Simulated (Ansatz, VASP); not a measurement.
**Two plane-wave programs on Al2Cu3**

The input INCAR:

```
SYSTEM = Al2Cu3
PREC = Accurate
ENCUT = 600
EDIFF = 1E-6
ISMEAR = 0
SIGMA = 0.1
LREAL = .FALSE.
LASPH = .TRUE.
NELM = 80
ALGO = Fast
ISIF = 3
LWAVE = .FALSE.
LCHARG = .FALSE.
GGA = PE
IBRION = 2
NSW = 90
EDIFFG = -0.04
```

Contents of KPOINTS:

```
regular mesh
0
G
  6 6 1
  0 0 0
```

The input POSCAR:

```
Al2Cu3
1.0
    2.7236242300      0.0000000000      0.0000000000
   -1.3618121200      2.3587277800      0.0000000000
    0.0000000000      0.0000000000     21.6579019700
Al Cu
4 6
Direct
    0.6666666700      0.3333333300      0.7000000000
    0.6666666700      0.3333333300      0.9000000000
    0.6666666700      0.3333333300      0.1000000000
    0.6666666700      0.3333333300      0.3000000000
    0.3333333300      0.6666666700      0.6000000000
    0.3333333300      0.6666666700      0.8000000000
    0.3333333300      0.6666666700      0.0000000000
    0.3333333300      0.6666666700      0.2000000000
    0.3333333300      0.6666666700      0.4000000000
    0.6666666700      0.3333333300      0.5000000000
```

Input for Ansatz:

```yaml
crystal:
  lattice:
    - [2.72362423, 0.0, 0.0]
    - [-1.36181212, 2.35872778, 0.0]
    - [0.0, 0.0, 21.65790197]
  atoms:
    - { symbol: Al, position: [0.66666667, 0.33333333, 0.7] }
    - { symbol: Al, position: [0.66666667, 0.33333333, 0.9] }
    - { symbol: Al, position: [0.66666667, 0.33333333, 0.1] }
    - { symbol: Al, position: [0.66666667, 0.33333333, 0.3] }
    - { symbol: Cu, position: [0.33333333, 0.66666667, 0.6] }
    - { symbol: Cu, position: [0.33333333, 0.66666667, 0.8] }
    - { symbol: Cu, position: [0.33333333, 0.66666667, 0.0] }
    - { symbol: Cu, position: [0.33333333, 0.66666667, 0.2] }
    - { symbol: Cu, position: [0.33333333, 0.66666667, 0.4] }
    - { symbol: Cu, position: [0.66666667, 0.33333333, 0.5] }
basis:
  ecutwfc: 420
kpoints:
  mp_grid: { grid: [6, 6, 1] }
hamiltonian:
  xc: pbe
scf:
  occupations: { method: gaussian, width: 0.1 }
  lower_state_search: "off"
output:
  forces: true
  stress: true
  eigenvalues: true
relax:
  adjacent_minimum: "off"
  f_tol: 0.04
  max_steps: 70
  cell: { stress_tol: 0.4 }
```

Alike in both runs: task relaxation of cell and atoms; functional PBE; k mesh 6 × 6 × 1; occupations gaussian, width 0.1 eV; no spin polarisation.

```csv
,VASP,Ansatz
version,VASP 6.6.1,Ansatz 0.2.0
potentials or method,"VASP PAW PBE potentials, release 64 (Al, Cu), cutoff 600 eV","scalar-relativistic, plane waves, PAW"
valence electrons in the cell,78,126
```

|  | VASP | Ansatz | Ansatz less VASP |
| --- | --- | --- | --- |
| gap on the k mesh at the Fermi level, each at its own relaxed structure (eV) | none | none | - |
| relaxed volume (Å³/atom) | 13.37 | 13.35 | -0.027 |
| relaxed cell length with the largest relative difference (Å) | 2.762 | 2.759 | -0.0031 |

A gap of «none» marks a metal or a gap that the smearing closes. VASP's potentials hold 78 valence electrons a cell and Ansatz's 126, so a difference there can come from the potentials and not from the codes.

The k mesh is coarse, so the values compare programs but aren't converged.
